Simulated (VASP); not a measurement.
# Li2Pt (P6/mmm) in VASP: further runs

Li2Pt is run at these levels: LDA; tasks: single point.

Everything below comes from runs of VASP 6.6.1. Logs are shortened: lines on timing, memory, paths and dates and some standing lists are left out, and cuts for length are marked.

## 1. The cell of the first run

The structure is hexagonal, space group P6/mmm (No. 191). Conventional cell: a = 4.129 Å, b = 4.129 Å, c = 2.625 Å, α = 90.00°, β = 90.00°, γ = 120.00°. Within 3.1 Å of Li (site symmetry -6m2) lie 5 Li at 2.38 to 2.63 Å and 6 Pt at 2.72 Å. Within 3.5 Å of Pt (site symmetry 6/mmm) lie 2 Pt at 2.63 Å and 12 Li at 2.72 Å.

## 2. Single point, LDA (volume scaled by 0.96)

Input file INCAR:

```
SYSTEM = Li2Pt
PREC = Accurate
ENCUT = 520
EDIFF = 1E-7
ISMEAR = -1
SIGMA = 0.03
LREAL = .False.
LASPH = .True.
NELM = 80
ALGO = Normal
ISIF = 2
LWAVE = .False.
LCHARG = .False.
GGA = CA
NBANDS = 15
```

Input file KPOINTS:

```
regular mesh
0
Gamma
  9 9 12
  0 0 0
```

Input file POSCAR:

```
Li2Pt
1.0
    4.1294244976      0.0000000000      0.0000000000
   -2.0647122488      3.5761865180      0.0000000000
    0.0000000000      0.0000000000      2.6250361319
Li Pt
2 1
Direct
    0.3333333333      0.6666666667      0.5000000000
    0.6666666667      0.3333333333      0.5000000000
    0.0000000000      0.0000000000      0.0000000000
```

Potentials or basis: VASP PAW LDA potentials, release 64 (Li_sv, Pt).

Run with:

```
$ cat potpaw_LDA.64/Li_sv/POTCAR potpaw_LDA.64/Pt/POTCAR > POTCAR
$ mpirun -np 1 vasp_std > vasp.out
```

OUTCAR:

```text
SYSTEM = Li2Pt
   PREC = Accurate
   ENCUT = 520
   EDIFF = 1E-7
   ISMEAR = -1
   LREAL = .False.
   LASPH = .True.
   NELM = 80
   ISIF = 2
   GGA = CA

 ion  position               nearest neighbor table
   1  0.333  0.667  0.500-   2 2.38   2 2.38   2 2.38   3 2.72   3 2.72   3 2.72   3 2.72   3 2.72
                             3 2.72
   2  0.667  0.333  0.500-   1 2.38   1 2.38   1 2.38   3 2.72   3 2.72   3 2.72   3 2.72   3 2.72
                             3 2.72
   3  0.000  0.000  0.000-   1 2.72   2 2.72   1 2.72   2 2.72   2 2.72   2 2.72   1 2.72   1 2.72
                             2 2.72   2 2.72   1 2.72   1 2.72

  LATTYP: Found a hexagonal cell.
 ALAT       =     4.1294244976
 C/A-ratio  =     0.6356905504

  Lattice vectors:

 A1 = (   4.1294244976,   0.0000000000,   0.0000000000)
 A2 = (  -2.0647122488,   3.5761865180,   0.0000000000)
 A3 = (   0.0000000000,   0.0000000000,   2.6250361319)

Analysis of symmetry for initial positions (statically):
=====================================================================
 Subroutine PRICEL returns:
 Original cell was already a primitive cell.

 Routine SETGRP: Setting up the symmetry group for a
 hexagonal supercell.

 Subroutine GETGRP returns: Found 24 space group operations
 (whereof 24 operations were pure point group operations)
 out of a pool of 24 trial point group operations.

The static configuration has the point symmetry D_6h.

Analysis of symmetry for dynamics (positions and initial velocities):
=====================================================================
 Subroutine PRICEL returns:
 Original cell was already a primitive cell.

 Routine SETGRP: Setting up the symmetry group for a
 hexagonal supercell.

 Subroutine GETGRP returns: Found 24 space group operations
 (whereof 24 operations were pure point group operations)
 out of a pool of 24 trial point group operations.

The dynamic configuration has the point symmetry D_6h.

 Subroutine INISYM returns: Found 24 space group operations
 (whereof 24 operations are pure point group operations),
 and found     1 'primitive' translations

----------------------------------------------------------------------------------------

                                     Primitive cell

  volume of cell :      38.7655

  direct lattice vectors                    reciprocal lattice vectors
[... 99 lines left out ...]
   PSTRESS=    0.0 pullay stress
   NELECT =      16.0000    total number of electrons
   NUPDOWN=      -1.0000    fix difference up-down
   EMIN   =  10.00;   EMAX   =-10.00  energy-range for DOS
   EFERMI =   0.00;   METHOD = LEGACY
   ISMEAR =    -1;   SIGMA  =   0.03  broadening in eV -4-tet -1-fermi 0-gaus
   EFERMI_NEDOS =   21; number of points for ismear=-14 and -15
   IALGO  =     38    algorithm
   IMIX   =      4    mixing-type and parameters
     AMIX     =   0.40;   BMIX     =  1.00
     AMIX_MAG =   1.60;   BMIX_MAG =  1.00
  volume/ion in A,a.u.               =      12.92        87.20
  Fermi-wavevector in a.u.,A,eV,Ry     =   1.218896  2.303379 20.214263  1.485706
  Thomas-Fermi vector in A             =   2.354166
   LORBIT       =      0    0 simple, 1 ext, 2 COOP (PROOUT), +10 PAW based schemes
   GGA     = CA    functional components
   LHFCALC =     F    Hartree Fock is set to
   AEXX    =    0.0000 exact exchange contribution
   IVDW    =     0    specifies the selected vdW correction
   LEPSILON=     F    determine dielectric tensor
   LRPA    =     F    only Hartree local field effects (RPA)
 non-spin polarized calculation
  energy-cutoff  :      520.00
  volume of cell :       38.77
 maximum number of plane-waves:      1078
 NGX is ok and might be reduce to    32
   NGX = 15   NGY = 15   NGZ =  9

 number of electron      15.9999999 magnetization

 Free energy of the ion-electron system (eV)
  ---------------------------------------------------
  ext. energy  EPLUGINS =         0.00000000
  ---------------------------------------------------
  free energy    TOTEN  =       -13.17092619 eV

  energy without entropy =      -13.16666560  energy(sigma->0) =      -13.16879589

 E-fermi :   5.4669     XC(G=0): -10.6361

 val. band max:        5.4405307882   @ k =   0.3333   0.0000   0.4167
 cond. band min:       5.4894187743   @ k =   0.2222   0.2222   0.4167
 fundamental gap:      0.0488879861
 Fermi energy:         5.4668712835

 k-point     1 :       0.0000    0.0000    0.0000
  band No.  band energies     occupation
      1     -39.2359      2.00000
      2     -39.1010      2.00000
      3      -1.3581      2.00000
      4       0.8544      2.00000
      5       1.9810      2.00000
      6       1.9810      2.00000
      7       4.8225      2.00000
      8       4.8225      2.00000
      9       9.3456      0.00000
     10       9.3456      0.00000
     11      12.0132      0.00000
     12      12.0132      0.00000
     13      14.8123      0.00000
     14      16.0362      0.00000
[... 401 lines left out ...]
      2     -39.1655      2.00000
      3      -0.3865      2.00000
      4       2.3749      2.00000
      5       2.3820      2.00000
      6       2.3820      2.00000
      7       4.0072      2.00000
      8       4.0072      2.00000
      9       5.4932      0.58694
     10       5.4932      0.58694
     11      13.9992      0.00000
     12      16.7852      0.00000
     13      16.7852      0.00000
     14      20.4828      0.00000
     15      20.4831      0.00000

 [... further k-points ...]

------------------------ aborting loop because EDIFF is reached ----------------------------------------

  FORCE on cell =-STRESS in cart. coord.  units (eV):
  Direction    XX          YY          ZZ          XY          YZ          ZX
  --------------------------------------------------------------------------------------
  -------------------------------------------------------------------------------------
  Total       -0.4084989     -0.4084989     -0.1470358      0.0000000      0.0000000      0.0000000
  in kB      -16.8832678    -16.8832678     -6.0769937      0.0000000      0.0000000      0.0000000
  external PRESSURE =     -13.2811764 kB  Pullay stress =       0.0000000 kB

 VOLUME and BASIS-vectors are now :
 -----------------------------------------------------------------------------
  energy-cutoff  :      520.00
  volume of cell :       38.77
      direct lattice vectors                 reciprocal lattice vectors
     4.129424498  0.000000000  0.000000000     0.242164495  0.139813737  0.000000000
    -2.064712249  3.576186518  0.000000000     0.000000000  0.279627473  0.000000000
     0.000000000  0.000000000  2.625036132     0.000000000  0.000000000  0.380947137

 POSITION                                       TOTAL-FORCE (eV/Angst)
 -----------------------------------------------------------------------------------
     -0.00000      2.38412      1.31252        -0.000000      0.000000      0.000000
      2.06471      1.19206      1.31252         0.000000     -0.000000      0.000000
      0.00000      0.00000      0.00000         0.000000      0.000000      0.000000
 -----------------------------------------------------------------------------------
    total drift:                                0.000000     -0.000000     -0.000000

  FREE ENERGIE OF THE ION-ELECTRON SYSTEM (eV)
  ---------------------------------------------------
  free  energy   TOTEN  =       -13.1709261855 eV

  energy  without entropy=      -13.1666655952  energy(sigma->0) =      -13.16879589
```

OSZICAR:

```text
N       E                     dE             d eps       ncg     rms          rms(c)
DAV:   1     0.729355757124E+02    0.72936E+02   -0.72518E+03  2560   0.111E+03
DAV:   2    -0.644531181984E+01   -0.79381E+02   -0.72418E+02  3010   0.239E+02
DAV:   3    -0.138633792600E+02   -0.74181E+01   -0.72245E+01  4794   0.478E+01
DAV:   4    -0.139758621719E+02   -0.11248E+00   -0.11229E+00  2794   0.822E+00
DAV:   5    -0.139777701242E+02   -0.19080E-02   -0.19079E-02  3674   0.788E-01    0.820E+00
DAV:   6    -0.134403750946E+02    0.53740E+00   -0.31479E+00  2667   0.150E+01    0.310E+00
DAV:   7    -0.131910471465E+02    0.24933E+00   -0.39160E-01  2660   0.564E+00    0.108E+00
DAV:   8    -0.131744716402E+02    0.16576E-01   -0.24941E-02  3409   0.113E+00    0.546E-01
DAV:   9    -0.131708942655E+02    0.35774E-02   -0.92640E-03  3274   0.788E-01    0.952E-02
DAV:  10    -0.131709230704E+02   -0.28805E-04   -0.14184E-04  3278   0.960E-02    0.280E-02
DAV:  11    -0.131709263243E+02   -0.32539E-05   -0.76122E-06  3756   0.199E-02    0.257E-03
DAV:  12    -0.131709261831E+02    0.14113E-06   -0.29816E-07  3208   0.479E-03    0.957E-04
DAV:  13    -0.131709261855E+02   -0.23490E-08   -0.18319E-08  2151   0.119E-03
   1 F= -.13170926E+02 E0= -.13168796E+02  d E =-.426059E-02
```

stdout:

```text
POSCAR found type information on POSCAR LiPt
 POSCAR found :  2 types and       3 ions
 scaLAPACK will be used
 LDA part: xc-table for (Slater(with rela. corr.)+CA(PZ))
 , standard interpolation
 POSCAR, INCAR and KPOINTS ok, starting setup
 FFT: planning ... GRIDC
 FFT: planning ... GRID_SOFT
 FFT: planning ... GRID
 WAVECAR not read
 entering main loop
```

It took 45 s on 1 thread of Intel Xeon Platinum 8375C at 2.90GHz (Ice Lake), shared host; peak memory 0.17 GiB.

What came out:

```
Free energy            : -13.1709 eV
Band gap on the k mesh : zero (band 8 reaches 6.59 eV, above the bottom of band 9 at 4.76 eV)
```

Levels at points of the mesh, in eV from the Fermi level:
```csv
k point,band 6,band 7,band 8,band 9,band 10,band 11
"(0.00, 0.00, 0.00)",-3.49,-0.64,-0.64,3.88,3.88,6.55
"(0.00, 0.00, 0.50)",-2.24,-2.24,0.60,3.02,6.53,6.53
```

Caveat: the cutoff is under 1.25 times the usual one of these potentials, so pressure, stress and relaxed cells hold a basis-set (Pulay) error; spin-orbit coupling is left out, which moves the levels of the heavy elements.

## 3. Single point, LDA (zz strain of -2 %)

Input file INCAR:

```
  PREC = Accurate
  ENCUT = 520
  EDIFF = 1E-7
  ISMEAR = -1
  SIGMA = 0.03
  LREAL = False
  LASPH = True
  NELM = 80
  ALGO = Normal
  ISIF = 2
  LWAVE = False
  LCHARG = True
  LELF = True
  LVHAR = True
  NBANDS = 15
```

Input file KPOINTS:

```
Automatic mesh
0
Gamma
  9 9 12
```

Input file POSCAR:

```
Li2Pt
1.0
    4.1859989866      0.0000000000      0.0000000000
   -2.0929994933      3.6251814627      0.0000000000
    0.0000000000      0.0000000000      2.6077800000
Li Pt
2 1
Direct
    0.3333333333      0.6666666667      0.5000000000
    0.6666666667      0.3333333333      0.5000000000
    0.0000000000      0.0000000000      0.0000000000
```

Potentials or basis: VASP PAW LDA potentials, release 64 (Li_sv, Pt).

Run with:

```
$ cat potpaw_LDA.64/Li_sv/POTCAR potpaw_LDA.64/Pt/POTCAR > POTCAR
$ mpirun -np 1 vasp_std > vasp.out
```

Wall time 47 s (1 thread of Intel Xeon Platinum 8375C at 2.90GHz (Ice Lake), shared host); peak memory 0.16 GiB.

Results (log left out):

- Free energy: -13.1570 eV
- Band gap on the k mesh: zero (band 8 reaches 6.52 eV, above the bottom of band 9 at 4.65 eV)

Levels at points of the mesh, in eV from the Fermi level:
```
           k point  band 4  band 5  band 6  band 7  band 8  band 9  band 10  band 11  band 12  band 13
(0.00, 0.00, 0.00)   -4.69   -3.50   -3.50   -0.63   -0.63    3.63     3.63     6.28     6.28     9.06
(0.00, 0.00, 0.50)   -4.04   -4.04   -2.23   -2.23    0.63    3.05     6.48     6.48     7.13    10.56
```

Caveat: the cell differs from its parent crystal (zz strain of -2 %); the cutoff is under 1.25 times the usual one of these potentials, so pressure, stress and relaxed cells hold a basis-set (Pulay) error; spin-orbit coupling is left out, which moves the levels of the heavy elements.

## 4. Single point, LDA (zz strain of -1 %)

Input file INCAR:

```
ALGO = Normal
EDIFF = 1E-6
ENCUT = 520
ISIF = 2
ISMEAR = -1
LASPH = True
LCHARG = False
LREAL = False
LWAVE = False
NBANDS = 15
NELM = 100
PREC = Accurate
SIGMA = 0.03
```

Input file KPOINTS:

```
k-points
0
Gamma
  9 9 12
```

Edit POSCAR of step 3 so:

```diff
@@ -4,3 +4,3 @@
    -2.0929994933      3.6251814627      0.0000000000
-    0.0000000000      0.0000000000      2.6077800000
+    0.0000000000      0.0000000000      2.6343900000
 Li Pt
```

Run with:

```
$ cat potpaw_LDA.64/Li_sv/POTCAR potpaw_LDA.64/Pt/POTCAR > POTCAR
$ mpirun -np 1 vasp_std > vasp.out
```

Wall time 44 s (1 thread of Intel Xeon Platinum 8375C at 2.90GHz (Ice Lake), shared host); peak memory 0.17 GiB.

The run converged. Its results:

| Quantity | Value |
| --- | --- |
| Free energy | -13.1531 eV |
| Band gap on the k mesh | zero (band 8 reaches 6.36 eV, above the bottom of band 9 at 4.52 eV) |

Levels at points of the mesh, in eV from the Fermi level:
```tsv
k point	band 4	band 5	band 6	band 7	band 8	band 9	band 10	band 11	band 12	band 13
(0.00, 0.00, 0.00)	-4.54	-3.40	-3.40	-0.63	-0.63	3.73	3.73	6.33	6.33	9.09
(0.00, 0.00, 0.50)	-3.90	-3.90	-2.18	-2.18	0.60	2.95	6.48	6.48	7.19	10.54
```

Caveat: the cell differs from its parent crystal (zz strain of -1 %); the cutoff is under 1.25 times the usual one of these potentials, so pressure, stress and relaxed cells hold a basis-set (Pulay) error; spin-orbit coupling is left out, which moves the levels of the heavy elements.

(Part 1 of 2 ends here.)
